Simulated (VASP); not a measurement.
Input of a VASP 6.6.1 run:

Contents of INCAR:

```
SYSTEM = Co
ALGO     = Normal         ! electronic algorithm
EDIFF    = 1E-6           ! SCF threshold, eV
EDIFFG   = -0.02          ! ionic threshold
ENCUT    = 600            ! plane-wave cutoff, eV
GGA      = PS             ! functional
IBRION   = 2              ! ionic algorithm
ISIF     = 3              ! what is computed and relaxed
ISMEAR   = -1             ! smearing method
ISPIN    = 2              ! spin polarisation
LASPH    = .TRUE.         ! aspherical terms in the spheres
LCHARG   = .FALSE.        ! write CHGCAR
LMAXMIX  = 4              ! l up to which the mixer works
LORBIT   = 11             ! projections on sites
LREAL    = .FALSE.        ! projectors in reciprocal space
LWAVE    = .FALSE.        ! write WAVECAR
MAGMOM   = 2 2            ! initial moments
NELM     = 150            ! most SCF steps
NSW      = 80             ! ionic steps
PREC     = Accurate       ! precision mode
SIGMA    = 0.05           ! smearing width, eV
```

KPOINTS

```
k-points
0
G
  12 12 7
  0 0 0
```

POSCAR

```
Co
1.0
    2.4873648738      0.0000000000      0.0000000000
   -1.2436824369      2.1541211692      0.0000000000
    0.0000000000      0.0000000000      4.0632895034
Co
2
Direct
    0.3333333333      0.6666666667      0.7401390000
    0.6666666667      0.3333333333      0.2598610000
```

Potentials or basis: VASP PAW PBE potentials, release 64 (Co).

Run with:

```console
$ cat potpaw_PBE.64/Co/POTCAR > POTCAR
$ mpirun -np 1 vasp_std > vasp.out
```

Problem. Estimate the relaxed volume.

Solution. 10.32 Å³/atom.

Problem. Predict the site moments.

Solution. Co +1.56 μB.

Forces in eV/Å, atoms in the order of the input:
```
Co   0.000  0.000  0.011
Co   0.000  0.000 -0.011
```

Caveat: the PAW data sets were made with another functional, which shifts forces and pressure a little.
